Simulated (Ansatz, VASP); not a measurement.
# Two plane-wave programs on Al4As

```
Al As
1.0
    -1.89746    1.89746    6.55928
     1.89746   -1.89746    6.55928
     1.89746    1.89746   -6.55928
Al As
4 1
Cartesian
  0.0000 1.8975 3.2796
  1.8975 0.0000 3.2796
  0.0000 0.0000 5.2660
  0.0000 0.0000 7.8525
  0.0000 0.0000 0.0000
```

Change from the starting cell: species swapped into the SrAl4 type (I4/mmm, No. 139).

Alike in both runs: functional PBE; k mesh 6 × 6 × 6; occupations gaussian, width 0.1 eV; no spin polarisation.

Ansatz relaxed the structure, and its values are those at the end. VASP's run is a single point on that final structure, the one shown.

|  | VASP | Ansatz |
| --- | --- | --- |
| version | VASP 6.6.1 | Ansatz 0.2.0 |
| potentials or method | VASP PAW PBE potentials, release 64 (Al, As), cutoff 520 eV | scalar-relativistic, plane waves, PAW |
| valence electrons in the cell | 17 | 27 |

```tsv
	VASP	Ansatz	Ansatz less VASP
gap on the k mesh at the Fermi level (eV)	none	none	-
pressure (GPa)	-0.1	-0.1	0.00
rms of the force components (eV/Å)	0.004	0.005	+0.0009
```

A gap of «none» marks a metal or a gap that the smearing closes. The functional is the same, so the differences come from potentials, cutoffs and numerics. VASP's potentials hold 17 valence electrons a cell and Ansatz's 27, so a difference there can come from the potentials and not from the codes.

The k mesh is coarse, so the values compare programs but aren't converged.
